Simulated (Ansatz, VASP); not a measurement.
**One calculation of In2S, two programs**

```
In S
1.0
     2.95015    0.00000    0.00000
     0.00000    2.95015    0.00000
     0.00000    0.00000    8.85116
In S
2 1
Direct
  0.00000 0.00000 0.69915
  0.00000 0.00000 0.30085
  0.00000 0.00000 0.00000
```

Alike in both runs: functional PBE; k mesh 4 × 4 × 2; occupations gaussian, width 0.15 eV; no spin polarisation.

Ansatz relaxed the structure, and its values are those at the end. VASP's run is a single point on that final structure, the one shown.

|  | VASP | Ansatz |
| --- | --- | --- |
| version | VASP 6.6.1 | Ansatz 0.2.0 |
| potentials or method | VASP PAW PBE potentials, release 64 (In_d, S), cutoff 500 eV | scalar-relativistic, plane waves, PAW |
| valence electrons in the cell | 32 | 32 |

```tsv
	VASP	Ansatz	Ansatz less VASP
gap on the k mesh at the Fermi level (eV)	none	none	-
pressure (GPa)	0.0	0.0	0.00
rms of the force components (eV/Å)	0.017	0.016	-0.0003
```

A gap of «none» marks a metal or a gap that the smearing closes. The functional is the same, so the differences come from potentials, cutoffs and numerics.

The k mesh is coarse, so the values compare programs but aren't converged.
